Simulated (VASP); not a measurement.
Crystal: HfPt2.

```
Hf Pt
1.0
     4.51110    0.00000    0.00000
    -2.25555    3.90673    0.00000
     0.00000    0.00000    2.86767
Hf Pt
1 2
Cartesian
  0.0000 0.0000 0.0000
  0.0000 2.6045 1.4338
  2.2556 1.3022 1.4338
```

```yaml
Program: VASP 6.6.1
Task: relaxation of cell and atoms
Functional: PBE
Potentials_or_basis: VASP PAW PBE potentials, release 64 (Hf_pv, Pt)
Cutoff: 600 eV
k_mesh: 6 × 6 × 6
Occupations: gaussian, width 0.1 eV
Spin: no spin polarisation
```

At the start: pressure 6.5 GPa; volume 16.85 Å³/atom.

Q: How do energy, volume and symmetry change on relaxing?

A: Over 6 steps the energy falls by 26.9 meV/atom and the volume is 17.26 Å³/atom (+2.5 %); space group P6/mmm (No. 191, to 0.1 Å) before and after.

Step by step:
| step | energy change (eV) | largest force (eV/Å) | pressure (GPa) | volume (Å³) |
| --- | --- | --- | --- | --- |
| 1 | 0.0000 | 0.0000 | 6.51 | 50.54 |
| 2 | 0.1311 | 0.0000 | -12.66 | 55.63 |
| 3 | -0.0715 | 0.0000 | -2.11 | 52.37 |
| 4 | -0.0716 | 0.0000 | -1.89 | 52.32 |
| 5 | -0.0748 | 0.0000 | 1.30 | 51.36 |
| 6 | -0.0806 | 0.0000 | -0.16 | 51.78 |

Final structure:
```yaml
crystal:
  lattice:
    - [4.60613, 0.00000, 0.00000]
    - [-2.30306, 3.98902, 0.00000]
    - [0.00000, 0.00000, 2.81812]
  atoms:
    - { symbol: Hf, position: [0.00000, 0.00000, 0.00000] }
    - { symbol: Pt, position: [0.33333, 0.66667, 0.50000] }
    - { symbol: Pt, position: [0.66667, 0.33333, 0.50000] }
```

Caveat: the k points lie up to 0.37 Å⁻¹ apart in the final cell, too coarse for converged energies and pressures of a metal.
